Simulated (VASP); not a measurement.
# ZnSe (I-4m2) in VASP: a series of runs

Runs on ZnSe. Level: PBE. Tasks: electric field gradients.

All numbers are computed with VASP 6.6.1; they aren't measurements. Logs are shortened: lines on timing, memory, paths and dates and some standing lists are left out, and cuts for length are marked.

### 1 The cell of the first run

Symmetry: I-4m2, No. 119, tetragonal system. The conventional cell has a = 3.927 Å, b = 3.927 Å, c = 5.668 Å, α = 90.00°, β = 90.00°, γ = 90.00°. Within 3.2 Å of Zn (site symmetry -4m2) lie 4 Se at 2.42 Å. Se (site symmetry -4m2) has 4 Zn at 2.42 Å within 3.2 Å.

### 2 Electric field gradients, PBE (equal xx and yy strain of -2 %)

Input file INCAR:

```
SYSTEM = ZnSe
ALGO = Normal
EDIFF = 1E-8
ENCUT = 520
GGA = PE
ISIF = 2
ISMEAR = -1
LASPH = .TRUE.
LCHARG = .FALSE.
LEFG = .TRUE.
LREAL = .FALSE.
LWAVE = .FALSE.
NBANDS = 16
NELM = 60
PREC = Accurate
SIGMA = 0.03
```

Input file KPOINTS:

```
k-points
0
G
  8 8 8
  0 0 0
```

Input file POSCAR:

```
ZnSe
1.0
    0.0000000000      2.7771240000      2.8338000000
    2.7771240000      0.0000000000      2.8338000000
    2.7771240000      2.7771240000      0.0000000000
Zn Se
1 1
Direct
    0.0000000000      0.0000000000      0.0000000000
    0.7500000000      0.7500000000      0.7500000000
```

Potentials or basis: VASP PAW PBE potentials, release 64 (Zn, Se).

Started as:

```sh
> cat potpaw_PBE.64/Zn/POTCAR potpaw_PBE.64/Se/POTCAR > POTCAR
> mpirun -np 1 vasp_std > vasp.out
```

OUTCAR:

```text
SYSTEM = ZnSe
   EDIFF = 1E-8
   ENCUT = 520
   GGA = PE
   ISIF = 2
   ISMEAR = -1
   LASPH = .TRUE.
   LREAL = .FALSE.
   NELM = 60
   PREC = Accurate

 ion  position               nearest neighbor table
   1  0.000  0.000  0.000-   2 2.42   2 2.42   2 2.42   2 2.42
   2  0.750  0.750  0.750-   1 2.42   1 2.42   1 2.42   1 2.42

  LATTYP: Found a body centered tetragonal cell.
 ALAT       =     3.9274464252
 C/A-ratio  =     1.4430750636

  Lattice vectors:

 A1 = (  -2.7771240000,   0.0000000000,   2.8338000000)
 A2 = (   2.7771240000,   0.0000000000,   2.8338000000)
 A3 = (   0.0000000000,   2.7771240000,  -2.8338000000)

Analysis of symmetry for initial positions (statically):
=====================================================================
 Subroutine PRICEL returns:
 Original cell was already a primitive cell.

 Routine SETGRP: Setting up the symmetry group for a
 body centered tetragonal supercell.

 Subroutine GETGRP returns: Found  8 space group operations
 (whereof  8 operations were pure point group operations)
 out of a pool of 16 trial point group operations.

The static configuration has the point symmetry D_2d.

Analysis of symmetry for dynamics (positions and initial velocities):
=====================================================================
 Subroutine PRICEL returns:
 Original cell was already a primitive cell.

 Routine SETGRP: Setting up the symmetry group for a
 body centered tetragonal supercell.

 Subroutine GETGRP returns: Found  8 space group operations
 (whereof  8 operations were pure point group operations)
 out of a pool of 16 trial point group operations.

The dynamic configuration has the point symmetry D_2d.

 Subroutine INISYM returns: Found  8 space group operations
 (whereof  8 operations are pure point group operations),
 and found     1 'primitive' translations

----------------------------------------------------------------------------------------

                                     Primitive cell

  volume of cell :      43.7109

  direct lattice vectors                    reciprocal lattice vectors
     0.000000000  2.777124000  2.833800000    -0.180042375  0.180042375  0.176441527
     2.777124000  0.000000000  2.833800000     0.180042375 -0.180042375  0.176441527
[... 118 lines left out ...]
  volume of cell :       43.71
 maximum number of plane-waves:      1211
 NGX is ok and might be reduce to    30
   NGX = 15   NGY = 15   NGZ = 15

 number of electron      17.9999986 magnetization

 Free energy of the ion-electron system (eV)
  ---------------------------------------------------
  ext. energy  EPLUGINS =         0.00000000
  ---------------------------------------------------
  free energy    TOTEN  =        -5.97644073 eV

  energy without entropy =       -5.97644073  energy(sigma->0) =       -5.97644073

 E-fermi :   2.6433     XC(G=0):  -9.5080

 val. band max:        1.9946697544   @ k =   0.0000   0.0000   0.0000
 cond. band min:       3.4229410929   @ k =   0.0000   0.0000   0.0000
 fundamental gap:      1.4282713384
 Fermi energy:         2.6433201348

 k-point     1 :       0.0000    0.0000    0.0000
  band No.  band energies     occupation
      1     -11.5582      2.00000
      2      -4.7394      2.00000
      3      -4.7295      2.00000
      4      -4.7295      2.00000
      5      -4.3280      2.00000
      6      -4.3235      2.00000
[... 433 lines left out ...]
      3      -4.6269      2.00000
      4      -4.5576      2.00000
      5      -4.3225      2.00000
      6      -4.3012      2.00000
[... 8 lines left out ...]
     15      13.8449      0.00000
     16      14.4206      0.00000

 [... further k-points ...]
[... 5 lines left out ...]
  --------------------------------------------------------------------------------------
  -------------------------------------------------------------------------------------
  Total        1.5058508      1.5058508      1.3204384      0.0000000      0.0000000      0.0000000
  in kB       55.1953865     55.1953865     48.3992888      0.0000000      0.0000000      0.0000000
  external PRESSURE =      52.9300206 kB  Pullay stress =       0.0000000 kB

 VOLUME and BASIS-vectors are now :
 -----------------------------------------------------------------------------
  energy-cutoff  :      520.00
  volume of cell :       43.71
      direct lattice vectors                 reciprocal lattice vectors
     0.000000000  2.777124000  2.833800000    -0.180042375  0.180042375  0.176441527
     2.777124000  0.000000000  2.833800000     0.180042375 -0.180042375  0.176441527
     2.777124000  2.777124000  0.000000000     0.180042375  0.180042375 -0.176441527

 POSITION                                       TOTAL-FORCE (eV/Angst)
 -----------------------------------------------------------------------------------
      0.00000      0.00000      0.00000         0.000000      0.000000     -0.000000
      4.16569      4.16569      4.25070        -0.000000     -0.000000      0.000000
 -----------------------------------------------------------------------------------
    total drift:                               -0.000000     -0.000000      0.000000

  FREE ENERGIE OF THE ION-ELECTRON SYSTEM (eV)
  ---------------------------------------------------
  free  energy   TOTEN  =        -5.9764407264 eV

  energy  without entropy=       -5.9764407264  energy(sigma->0) =       -5.97644073

 Electric field gradients (V/A^2)
---------------------------------------------------------------------
 ion       V_xx      V_yy      V_zz      V_xy      V_xz      V_yz
---------------------------------------------------------------------
   1       1.696     1.696    -3.392     0.006     0.003     0.003
   2      -4.331    -4.331     8.661    -0.000    -0.000    -0.000
---------------------------------------------------------------------

 Electric field gradients after diagonalization (V/A^2)
 (convention: |V_zz| > |V_xx| > |V_yy|)
----------------------------------------------------------------------
 ion       V_xx      V_yy      V_zz     asymmetry (V_yy - V_xx)/ V_zz
----------------------------------------------------------------------
   1       1.702     1.690    -3.392       0.003
   2      -4.331    -4.330     8.661       0.000
----------------------------------------------------------------------

           NMR quadrupolar parameters

 Cq : quadrupolar parameter    Cq=e*Q*V_zz/h
 eta: asymmetry parameters     (V_yy - V_xx)/ V_zz
 Q  : nuclear electric quadrupole moment in mb (millibarn)
----------------------------------------------------------------------
 ion       Cq(MHz)       eta       Q (mb)
----------------------------------------------------------------------
   1      -0.008       0.003       1.000
   2       0.021       0.000       1.000
----------------------------------------------------------------------
```

Wall time 27 s (1 thread of Intel Xeon 6975P-C (Granite Rapids), shared host); peak memory 0.19 GiB.

What came out:

- Free energy: -5.9764 eV
- Pressure: 5.3 GPa
- Band gap on the k mesh: 1.43 eV, direct

Stress tensor (GPa, compression positive):
```
5.52 0.00 0.00
0.00 5.52 0.00
0.00 0.00 4.84
```

Electric field gradients, principal values (V/Å²):
```csv
atom,least,middle,greatest (by size)
1 Zn,1.690,1.702,-3.392
2 Se,-4.330,-4.331,8.661
```

Caveat: the cell differs from its parent crystal (equal xx and yy strain of -2 %); without QUAD_EFG the Cq values of the log hold for a quadrupole moment of 1 mb, not for the nuclei.

### 3 Electric field gradients, PBE (equal xx and yy strain of +3 %)

Input file INCAR:

```
SYSTEM = ZnSe
PREC = Accurate
ENCUT = 520
EDIFF = 1E-8
ISMEAR = -1
SIGMA = 0.03
LREAL = .False.
LASPH = .True.
NELM = 60
ALGO = Normal
ISIF = 2
LWAVE = .False.
LCHARG = .False.
GGA = PE
LEFG = .True.
NBANDS = 16
```

Input file KPOINTS:

```
Automatic mesh
0
Gamma
  8 8 8
  0 0 0
```

Input file POSCAR:

```
ZnSe
1.0
    0.0000000000      2.9188140000      2.8338000000
    2.9188140000      0.0000000000      2.8338000000
    2.9188140000      2.9188140000      0.0000000000
Zn Se
1 1
Direct
    0.0000000000      0.0000000000      0.0000000000
    0.7500000000      0.7500000000      0.7500000000
```

Potentials or basis: VASP PAW PBE potentials, release 64 (Zn, Se).

Started as:

```sh
> cat potpaw_PBE.64/Zn/POTCAR potpaw_PBE.64/Se/POTCAR > POTCAR
> mpirun -np 1 vasp_std > vasp.out
```

OUTCAR:

```text
SYSTEM = ZnSe
   PREC = Accurate
   ENCUT = 520
   EDIFF = 1E-8
   ISMEAR = -1
   LREAL = .False.
   LASPH = .True.
   NELM = 60
   ISIF = 2
   GGA = PE

 ion  position               nearest neighbor table
   1  0.000  0.000  0.000-   2 2.50   2 2.50   2 2.50   2 2.50
   2  0.750  0.750  0.750-   1 2.50   1 2.50   1 2.50   1 2.50

  LATTYP: Found a body centered tetragonal cell.
 ALAT       =     4.1278263448
 C/A-ratio  =     1.3730228761

  Lattice vectors:

 A1 = (   0.0000000000,  -2.9188140000,  -2.8338000000)
[... 669 lines left out ...]
  free  energy   TOTEN  =        -6.0259409495 eV

  energy  without entropy=       -6.0259409492  energy(sigma->0) =       -6.02594095

 Electric field gradients (V/A^2)
---------------------------------------------------------------------
 ion       V_xx      V_yy      V_zz      V_xy      V_xz      V_yz
---------------------------------------------------------------------
   1      -2.295    -2.295     4.591     0.006    -0.004    -0.004
   2       5.885     5.885   -11.770    -0.000     0.000     0.000
---------------------------------------------------------------------

 Electric field gradients after diagonalization (V/A^2)
 (convention: |V_zz| > |V_xx| > |V_yy|)
----------------------------------------------------------------------
 ion       V_xx      V_yy      V_zz     asymmetry (V_yy - V_xx)/ V_zz
----------------------------------------------------------------------
   1      -2.301    -2.290     4.591       0.002
   2       5.886     5.885   -11.770       0.000
----------------------------------------------------------------------

           NMR quadrupolar parameters

 Cq : quadrupolar parameter    Cq=e*Q*V_zz/h
 eta: asymmetry parameters     (V_yy - V_xx)/ V_zz
 Q  : nuclear electric quadrupole moment in mb (millibarn)
----------------------------------------------------------------------
 ion       Cq(MHz)       eta       Q (mb)
----------------------------------------------------------------------
   1       0.011       0.002       1.000
   2      -0.028       0.000       1.000
----------------------------------------------------------------------
```

stdout:

```text
POSCAR found type information on POSCAR ZnSe
 POSCAR found :  2 types and       2 ions
 scaLAPACK will be used
 LDA part: xc-table for (Slater+PW92), standard interpolation
 POSCAR, INCAR and KPOINTS ok, starting setup
 FFT: planning ... GRIDC
 FFT: planning ... GRID_SOFT
 FFT: planning ... GRID
 WAVECAR not read
 entering main loop
ion   1

ion   2
```

It took 26 s on 1 thread of Intel Xeon 6975P-C (Granite Rapids), shared host; peak memory 0.19 GiB.

Results:

* Free energy: -6.0259 eV
* Pressure: -1.2 GPa
* Band gap on the k mesh: 0.99 eV, direct

Electric field gradients, principal values (V/Å²):
```
atom   least  middle  greatest (by size)
1 Zn  -2.290  -2.301               4.591
2 Se   5.885   5.886             -11.770
```

Caveat: the cell differs from its parent crystal (equal xx and yy strain of +3 %); without QUAD_EFG the Cq values of the log hold for a quadrupole moment of 1 mb, not for the nuclei.
